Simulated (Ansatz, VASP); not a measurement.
## Two plane-wave programs on Ir

```xyz
1
Lattice="0.0000 1.8881 1.8881 1.8881 0.0000 1.8881 1.8881 1.8881 0.0000" Properties=species:S:1:pos:R:3 pbc="T T T"
Ir    0.0000    0.0000    0.0000
```

Alike in both runs: task single point; functional revPBE; k mesh 23 × 23 × 23; occupations fermi-dirac, width 0.05 eV; collinear spin.

|  | VASP | Ansatz |
| --- | --- | --- |
| version | VASP 6.6.1 | Ansatz 0.2.0 |
| potentials or method | VASP PAW PBE potentials, release 64 (Ir), cutoff 520 eV | plane waves (420 eV) with PAW, scalar-relativistic |
| valence electrons in the cell | 9 | 17 |

```tsv
	VASP	Ansatz	Ansatz less VASP
net moment per atom (μB)	0.00	0.00	0.000
```

VASP's potentials were made for PBE, not for revPBE. The functional is the same, so the differences come from potentials, cutoffs and numerics. VASP's potentials hold 9 valence electrons a cell and Ansatz's 17, so a difference there can come from the potentials and not from the codes. Ansatz's warnings: seeded moment not kept.

Neither program's run includes spin-orbit coupling.
